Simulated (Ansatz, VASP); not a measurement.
**Two plane-wave programs on CdS**

```
Cd S
1.0
     4.19672    0.00000    0.00000
    -2.09836    3.63447    0.00000
     0.00000    0.00000    6.82742
Cd S
2 2
Direct
  0.33333 0.66667 0.99920
  0.66667 0.33333 0.49920
  0.33333 0.66667 0.37580
  0.66667 0.33333 0.87580
```

Alike in both runs: functional PBE; k mesh 6 × 6 × 4; no spin polarisation.

Ansatz relaxed the structure, and its values are those at the end. VASP's run is a single point on that final structure, the one shown.

|  | VASP | Ansatz |
| --- | --- | --- |
| version | VASP 6.6.1 | Ansatz 0.2.0 |
| potentials or method | VASP PAW PBE potentials, release 64 (Cd, S), cutoff 520 eV | plane waves, PAW |
| occupations | gaussian, width 0.01 eV | fixed |
| valence electrons in the cell | 36 | 52 |

```csv
,VASP,Ansatz,Ansatz less VASP
pressure (GPa),0.3,0.0,-0.29
```

VASP's potentials hold 36 valence electrons a cell and Ansatz's 52, so a difference there can come from the potentials and not from the codes.
